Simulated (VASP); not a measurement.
# Na (P6/mmm) in VASP: a series of runs

The runs below take Na through single point, with LDA.

Everything below comes from runs of VASP 6.6.1. Logs are shortened: lines on timing, memory, paths and dates and some standing lists are left out, and cuts for length are marked.

## (1) The cell of the first run

It takes space group P6/mmm (No. 191, hexagonal). The conventional cell has a = 5.816 Å, b = 5.816 Å, c = 3.439 Å, α = 90.00°, β = 90.00°, γ = 120.00°. Na (site symmetry 6/mmm) has 14 Na at 3.44 to 3.77 Å within 4.5 Å. Within 4.4 Å of Na (site symmetry -6m2) lie 11 Na at 3.36 to 3.77 Å.

## (2) Single point, LDA

File INCAR:

```
PREC = Accurate
ENCUT = 520
EDIFF = 1E-7
ISMEAR = -1
SIGMA = 0.1
LREAL = F
LASPH = T
NELM = 60
ALGO = Normal
ISIF = 2
LWAVE = F
LCHARG = F
GGA = CA
NBANDS = 18
```

File KPOINTS:

```
regular mesh
0
Gamma
  6 6 9
```

File POSCAR:

```
Na
1.0
    5.8155689108      0.0000000000      0.0000000000
   -2.9077844554      5.0364304142      0.0000000000
    0.0000000000      0.0000000000      3.4388389685
Na
3
Direct
    1.0000000000      1.0000000000      0.0000000000
    0.3333333333      0.6666666667      0.5000000000
    0.6666666667      0.3333333333      0.5000000000
```

Potentials or basis: VASP PAW LDA potentials, release 64 (Na_pv).

Run with:

```sh
cat potpaw_LDA.64/Na_pv/POTCAR > POTCAR
mpirun -np 1 vasp_std > vasp.out
```

OUTCAR:

```text
PREC = Accurate
   ENCUT = 520
   EDIFF = 1E-7
   ISMEAR = -1
   LREAL = F
   LASPH = T
   NELM = 60
   ISIF = 2
   GGA = CA

 ion  position               nearest neighbor table
   1  0.000  0.000  0.000-
   2  0.333  0.667  0.500-
   3  0.667  0.333  0.500-

  LATTYP: Found a hexagonal cell.
 ALAT       =     5.8155689108
 C/A-ratio  =     0.5913160039

  Lattice vectors:

 A1 = (   5.8155689108,   0.0000000000,   0.0000000000)
 A2 = (  -2.9077844554,   5.0364304142,   0.0000000000)
 A3 = (   0.0000000000,   0.0000000000,   3.4388389685)

Analysis of symmetry for initial positions (statically):
=====================================================================
 Subroutine PRICEL returns:
 Original cell was already a primitive cell.

 Routine SETGRP: Setting up the symmetry group for a
 hexagonal supercell.

 Subroutine GETGRP returns: Found 24 space group operations
 (whereof 24 operations were pure point group operations)
 out of a pool of 24 trial point group operations.

The static configuration has the point symmetry D_6h.

Analysis of symmetry for dynamics (positions and initial velocities):
=====================================================================
 Subroutine PRICEL returns:
 Original cell was already a primitive cell.

 Routine SETGRP: Setting up the symmetry group for a
 hexagonal supercell.

 Subroutine GETGRP returns: Found 24 space group operations
 (whereof 24 operations were pure point group operations)
 out of a pool of 24 trial point group operations.

The dynamic configuration has the point symmetry D_6h.

 Subroutine INISYM returns: Found 24 space group operations
 (whereof 24 operations are pure point group operations),
 and found     1 'primitive' translations

----------------------------------------------------------------------------------------

                                     Primitive cell

  volume of cell :     100.7226

  direct lattice vectors                    reciprocal lattice vectors
     5.815568911  0.000000000  0.000000000     0.171952223  0.099276662  0.000000000
    -2.907784455  5.036430414  0.000000000     0.000000000  0.198553324  0.000000000
     0.000000000  0.000000000  3.438838968     0.000000000  0.000000000  0.290795821

  length of vectors
     5.815568911  5.815568911  3.438838968     0.198553324  0.198553324  0.290795821

  position of ions in fractional coordinates (direct lattice)
     0.000000000  0.000000000  0.000000000
     0.333333333  0.666666667  0.500000000
     0.666666667  0.333333333  0.500000000

  ion indices of the primitive-cell ions
   primitive index   ion index
                 1           1
                 2           2
                 3           3

----------------------------------------------------------------------------------------

 KPOINTS: regular mesh

Automatic generation of k-mesh.
 Grid dimensions read from file:
 generate k-points for:    6    6    9

 Generating k-lattice:

  Cartesian coordinates                     Fractional coordinates (reciprocal lattice)
     0.028658704  0.016546110  0.000000000     0.166666667 -0.000000000  0.000000000
     0.000000000  0.033092221  0.000000000     0.000000000  0.166666667  0.000000000
     0.000000000  0.000000000  0.032310647     0.000000000  0.000000000  0.111111111

  Length of vectors
     0.033092221  0.033092221  0.032310647

  Shift w.r.t. Gamma in fractional coordinates (k-lattice)
     0.000000000  0.000000000  0.000000000

 Subroutine IBZKPT returns following result:
 ===========================================

 Found     35 irreducible k-points:

 Following reciprocal coordinates:
            Coordinates               Weight
  0.000000  0.000000  0.000000      1.000000
  0.166667  0.000000  0.000000      6.000000
  0.333333  0.000000  0.000000      6.000000
  0.500000  0.000000  0.000000      3.000000
  0.166667  0.166667  0.000000      6.000000
  0.333333  0.166667  0.000000     12.000000
[... 16 lines left out ...]
  0.166667  0.000000  0.333333     12.000000
  0.333333  0.000000  0.333333     12.000000
 [... further k-points ...]
   k-points           NKPTS =     35   k-points in BZ     NKDIM =     35   number of bands    NBANDS=     18
   number of dos      NEDOS =    301   number of ions     NIONS =      3
   total plane-waves  NPLWV =  64512
   dimension x,y,z NGX =    48 NGY =   48 NGZ =   28
   dimension x,y,z NGXF=    96 NGYF=   96 NGZF=   56
   ions per type =               3
   NGX,Y,Z   is equivalent  to a cutoff of  13.72, 13.72, 13.54 a.u.
   NGXF,Y,Z  is equivalent  to a cutoff of  27.44, 27.44, 27.07 a.u.
 SYSTEM =  unknown system
   PREC   = accura    normal or accurate (medium, high low for compatibility)
   ISTART =      0    job   : 0-new  1-cont  2-samecut
   ICHARG =      2    charge: 1-file 2-atom 10-const
   ISPIN  =      1    spin polarized calculation?
   LNONCOLLINEAR =      F non collinear calculations
   LSORBIT =      F    spin-orbit coupling
   LASPH  =      T    aspherical Exc in radial PAW
   ENCUT  =  520.0 eV  38.22 Ry    6.18 a.u.  10.81 10.81  6.39*2*pi/ulx,y,z
   NELM   =     60;   NELMIN=  2; NELMDL= -5     # of ELM steps
   EDIFF  = 0.1E-06   stopping-criterion for ELM
   LREAL  =      F    real-space projection
   EDIFFG = 0.1E-05   stopping-criterion for IOM
   NSW    =      0    number of steps for IOM
   IBRION =     -1    ionic relax: 0-MD 1-quasi-New 2-CG
   NFREE  =      0    steps in history (QN), initial steepest desc. (CG)
   ISIF   =      2    stress and relaxation
   ISYM   =      2    0-nonsym 1-usesym 2-fastsym
   POTIM  = 0.5000    time-step for ionic-motion
   TEBEG  =    0.0;   TEEND  =   0.0 temperature during run
   PSTRESS=    0.0 pullay stress
   NELECT =      21.0000    total number of electrons
   NUPDOWN=      -1.0000    fix difference up-down
   EMIN   =  10.00;   EMAX   =-10.00  energy-range for DOS
   EFERMI =   0.00;   METHOD = LEGACY
   ISMEAR =    -1;   SIGMA  =   0.10  broadening in eV -4-tet -1-fermi 0-gaus
   EFERMI_NEDOS =   21; number of points for ismear=-14 and -15
   IALGO  =     38    algorithm
   IMIX   =      4    mixing-type and parameters
     AMIX     =   0.40;   BMIX     =  1.00
     AMIX_MAG =   1.60;   BMIX_MAG =  1.00
  volume/ion in A,a.u.               =      33.57       226.57
  Fermi-wavevector in a.u.,A,eV,Ry     =   0.970746  1.834444 12.821422  0.942348
  Thomas-Fermi vector in A             =   2.100906
   LORBIT       =      0    0 simple, 1 ext, 2 COOP (PROOUT), +10 PAW based schemes
   GGA     = CA    functional components
   LHFCALC =     F    Hartree Fock is set to
   AEXX    =    0.0000 exact exchange contribution
   IVDW    =     0    specifies the selected vdW correction
   LEPSILON=     F    determine dielectric tensor
   LRPA    =     F    only Hartree local field effects (RPA)
 non-spin polarized calculation
  energy-cutoff  :      520.00
  volume of cell :      100.72
 maximum number of plane-waves:      2749
 NGX is ok and might be reduce to    48
   NGX = 21   NGY = 21   NGZ = 13

 number of electron      20.9999986 magnetization

 Free energy of the ion-electron system (eV)
  ---------------------------------------------------
  ext. energy  EPLUGINS =         0.00000000
  ---------------------------------------------------
  free energy    TOTEN  =        -4.34776212 eV

  energy without entropy =       -4.29770511  energy(sigma->0) =       -4.32273362

 E-fermi :   0.4573     XC(G=0):  -7.0109

 val. band max:        0.4166197045   @ k =   0.1667   0.1667   0.0000
 cond. band min:       0.5089316783   @ k =   0.3333   0.1667   0.3333
 fundamental gap:      0.0923119738
 Fermi energy:         0.4572750345

 k-point     1 :       0.0000    0.0000    0.0000
  band No.  band energies     occupation
      1     -24.5074      2.00000
      2     -24.5074      2.00000
      3     -24.4718      2.00000
      4     -24.4718      2.00000
      5     -24.4671      2.00000
      6     -24.4595      2.00000
[... 10 lines left out ...]
     17       9.2909      0.00000
     18       9.4417      0.00000

 k-point     2 :       0.1667    0.0000    0.0000
  band No.  band energies     occupation
      1     -24.5087      2.00000
      2     -24.5060      2.00000
      3     -24.4727      2.00000
      4     -24.4704      2.00000
      5     -24.4666      2.00000
      6     -24.4599      2.00000
[... 10 lines left out ...]
     17       9.4237      0.00000
     18       9.5538      0.00000

 k-point     3 :       0.3333    0.0000    0.0000
  band No.  band energies     occupation
      1     -24.5111      2.00000
      2     -24.5017      2.00000
      3     -24.4764      2.00000
      4     -24.4680      2.00000
      5     -24.4654      2.00000
      6     -24.4610      2.00000
[... 10 lines left out ...]
     17       8.5680      0.00000
     18       9.0728      0.00000

 k-point     4 :       0.5000    0.0000    0.0000
  band No.  band energies     occupation
      1     -24.5123      2.00000
      2     -24.4981      2.00000
      3     -24.4799      2.00000
      4     -24.4668      2.00000
      5     -24.4644      2.00000
      6     -24.4620      2.00000
[... 375 lines left out ...]
      4     -24.4911      2.00000
      5     -24.4673      2.00000
      6     -24.4673      2.00000
[... 10 lines left out ...]
     17       5.3328      0.00000
     18       7.7098      0.00000

 k-point    23 :       0.1667    0.0000    0.3333
  band No.  band energies     occupation
      1     -24.5043      2.00000
      2     -24.5018      2.00000
      3     -24.5005      2.00000
      4     -24.4917      2.00000
      5     -24.4693      2.00000
      6     -24.4664      2.00000
[... 10 lines left out ...]
     17       6.3055      0.00000
     18       6.6033      0.00000

 k-point    24 :       0.3333    0.0000    0.3333
  band No.  band energies     occupation
      1     -24.5060      2.00000
      2     -24.4995      2.00000
      3     -24.4979      2.00000
      4     -24.4932      2.00000
      5     -24.4736      2.00000
      6     -24.4647      2.00000
[... 10 lines left out ...]
     17       6.5318      0.00000
     18       6.7256      0.00000

 [... further k-points ...]
[... 5 lines left out ...]
  --------------------------------------------------------------------------------------
  -------------------------------------------------------------------------------------
  Total       -0.0057836     -0.0057836     -0.0049670      0.0000000      0.0000000      0.0000000
  in kB       -0.0919988     -0.0919988     -0.0790091      0.0000000      0.0000000      0.0000000
  external PRESSURE =      -0.0876689 kB  Pullay stress =       0.0000000 kB

 VOLUME and BASIS-vectors are now :
 -----------------------------------------------------------------------------
  energy-cutoff  :      520.00
  volume of cell :      100.72
      direct lattice vectors                 reciprocal lattice vectors
     5.815568911  0.000000000  0.000000000     0.171952223  0.099276662  0.000000000
    -2.907784455  5.036430414  0.000000000     0.000000000  0.198553324  0.000000000
     0.000000000  0.000000000  3.438838968     0.000000000  0.000000000  0.290795821

 POSITION                                       TOTAL-FORCE (eV/Angst)
 -----------------------------------------------------------------------------------
      0.00000      0.00000      0.00000         0.000000      0.000000      0.000000
     -0.00000      3.35762      1.71942         0.000000     -0.000000      0.000000
      2.90778      1.67881      1.71942        -0.000000      0.000000      0.000000
 -----------------------------------------------------------------------------------
    total drift:                               -0.000000      0.000000     -0.000000

  FREE ENERGIE OF THE ION-ELECTRON SYSTEM (eV)
  ---------------------------------------------------
  free  energy   TOTEN  =        -4.3477621238 eV

  energy  without entropy=       -4.2977051115  energy(sigma->0) =       -4.32273362
```

Run time: 79 s. Hardware: 1 thread of AMD EPYC 7R13, shared host; peak memory 0.17 GiB.

Results:

- Free energy: -4.3478 eV
- Pressure: 0.0 GPa

## (3) Single point, LDA (volume scaled by 0.88)

File INCAR:

```
ALGO = Normal
EDIFF = 1E-6
ENCUT = 520
ISIF = 2
ISMEAR = -1
LASPH = T
LCHARG = T
LELF = T
LREAL = F
LVHAR = T
LWAVE = F
NBANDS = 18
NELM = 60
PREC = Accurate
SIGMA = 0.1
```

File KPOINTS:

```
k-points
0
Gamma
  7 7 10
```

File POSCAR:

```
Na
1.0
    5.5729664719      0.0000000000      0.0000000000
   -2.7864832359      4.8263305391      0.0000000000
    0.0000000000      0.0000000000      3.2953842638
Na
3
Direct
    1.0000000000      1.0000000000      0.0000000000
    0.3333333333      0.6666666667      0.5000000000
    0.6666666667      0.3333333333      0.5000000000
```

Potentials or basis: VASP PAW LDA potentials, release 64 (Na_pv).

Run with:

```sh
cat potpaw_LDA.64/Na_pv/POTCAR > POTCAR
mpirun -np 1 vasp_std > vasp.out
```

It took 78 s on 1 thread of AMD EPYC 7R13, shared host; peak memory 0.16 GiB.

Results (log left out):

```
Free energy : -4.2952 eV
Pressure    : 1.5 GPa
```

Stress tensor (GPa, compression positive):
```
1.42 0.00 0.00
0.00 1.42 0.00
0.00 0.00 1.61
```

Levels at points of the mesh, in eV from the Fermi level:
```tsv
k point	band 8	band 9	band 10	band 11	band 12	band 13
(0.00, 0.00, 0.00)	-24.78	-24.77	-3.82	2.15	2.15	2.15
(0.00, 0.00, 0.50)	-24.78	-24.78	-0.36	-0.33	4.97	4.97
```

## (4) Single point, LDA (volume scaled by 0.92)

File INCAR:

```
SYSTEM = Na
ALGO = Normal
EDIFF = 1E-7
ENCUT = 520
GGA = CA
ISIF = 2
ISMEAR = -1
LASPH = .True.
LCHARG = .False.
LREAL = .False.
LWAVE = .False.
NBANDS = 18
NELM = 100
PREC = Accurate
SIGMA = 0.1
```

File KPOINTS:

```
k-points
0
Gamma
  7 7 10
  0 0 0
```

File POSCAR:

```
Na
1.0
    5.6561573407      0.0000000000      0.0000000000
   -2.8280786704      4.8983759449      0.0000000000
    0.0000000000      0.0000000000      3.3445763559
Na
3
Direct
    1.0000000000      1.0000000000      0.0000000000
    0.3333333333      0.6666666667      0.5000000000
    0.6666666667      0.3333333333      0.5000000000
```

Run with:

```sh
cat potpaw_LDA.64/Na_pv/POTCAR > POTCAR
mpirun -np 1 vasp_std > vasp.out
```

Wall time 100 s (1 thread of AMD EPYC 7R13, shared host); peak memory 0.17 GiB.

Results (log left out):

```yaml
Free_energy: -4.3243 eV
Pressure: 0.9 GPa
```

Stress tensor (GPa, compression positive):
```
0.80 0.00 0.00
0.00 0.80 0.00
0.00 0.00 1.00
```

Levels at points of the mesh, in eV from the Fermi level:
```
           k point  band 7  band 8  band 9  band 10  band 11  band 12  band 13  band 14
(0.00, 0.00, 0.00)  -24.80  -24.80  -24.79    -3.71     2.11     2.11     2.11     2.11
(0.00, 0.00, 0.50)  -24.85  -24.80  -24.80    -0.34    -0.33     4.88     4.88     5.02
```

## (5) Single point, LDA (volume scaled by 0.96)

File INCAR:

```
PREC     = Accurate       # precision mode
ENCUT    = 520            # plane-wave cutoff, eV
EDIFF    = 1E-6           # SCF threshold, eV
ISMEAR   = -1             # smearing method
SIGMA    = 0.1            # smearing width, eV
LREAL    = F              # projectors in reciprocal space
LASPH    = T              # aspherical terms in the spheres
NELM     = 80             # most SCF steps
ALGO     = Normal         # electronic algorithm
ISIF     = 2              # what is computed and relaxed
LWAVE    = F              # write WAVECAR
LCHARG   = F              # write CHGCAR
GGA      = CA             # functional
NBANDS   = 18             # bands
```

File KPOINTS:

```
regular mesh
0
Gamma
  7 7 10
```

File POSCAR:

```
Na
1.0
    5.7369705068      0.0000000000      0.0000000000
   -2.8684852534      4.9683621996      0.0000000000
    0.0000000000      0.0000000000      3.3923624743
Na
3
Direct
    1.0000000000      1.0000000000      0.0000000000
    0.3333333333      0.6666666667      0.5000000000
    0.6666666667      0.3333333333      0.5000000000
```

Run with:

```sh
cat potpaw_LDA.64/Na_pv/POTCAR > POTCAR
mpirun -np 1 vasp_std > vasp.out
```

It took 98 s on 1 thread of AMD EPYC 7R13, shared host; peak memory 0.18 GiB.

The run converged. Its results:

```
Free energy : -4.3403 eV
Pressure    : 0.4 GPa
```

Stress tensor (GPa, compression positive):
```
0.32 0.00 0.00
0.00 0.32 0.00
0.00 0.00 0.52
```

Levels at points of the mesh, in eV from the Fermi level:
| k point | band 6 | band 7 | band 8 | band 9 | band 10 | band 11 | band 12 | band 13 | band 14 | band 15 |
| --- | --- | --- | --- | --- | --- | --- | --- | --- | --- | --- |
| (0.00, 0.00, 0.00) | -24.90 | -24.83 | -24.83 | -24.81 | -3.61 | 2.07 | 2.07 | 2.08 | 2.08 | 3.16 |
| (0.00, 0.00, 0.50) | -24.91 | -24.87 | -24.82 | -24.82 | -0.33 | -0.32 | 4.79 | 4.79 | 4.95 | 4.95 |

## (6) Summary

```csv
cell,k mesh,gap on the mesh (eV),pressure (GPa)
"a = 5.816, b = 5.816, c = 3.439 Å, angles 90.0, 90.0, 120.0°, 3 atoms",6 × 6 × 9,none,0.0
"a = 5.573, b = 5.573, c = 3.295 Å, angles 90.0, 90.0, 120.0°, 3 atoms",7 × 7 × 10,none,1.5
"a = 5.656, b = 5.656, c = 3.345 Å, angles 90.0, 90.0, 120.0°, 3 atoms",7 × 7 × 10,none,0.9
"a = 5.737, b = 5.737, c = 3.392 Å, angles 90.0, 90.0, 120.0°, 3 atoms",7 × 7 × 10,none,0.4
```

Alike in all rows: task single point; level LDA; potentials or basis VASP PAW LDA potentials, release 64 (Na_pv); no spin polarisation; cutoff (eV) 520; smearing fermi-dirac 0.1 eV.

Total energies depend on the potentials used, so only differences within one code and one set of settings carry meaning.
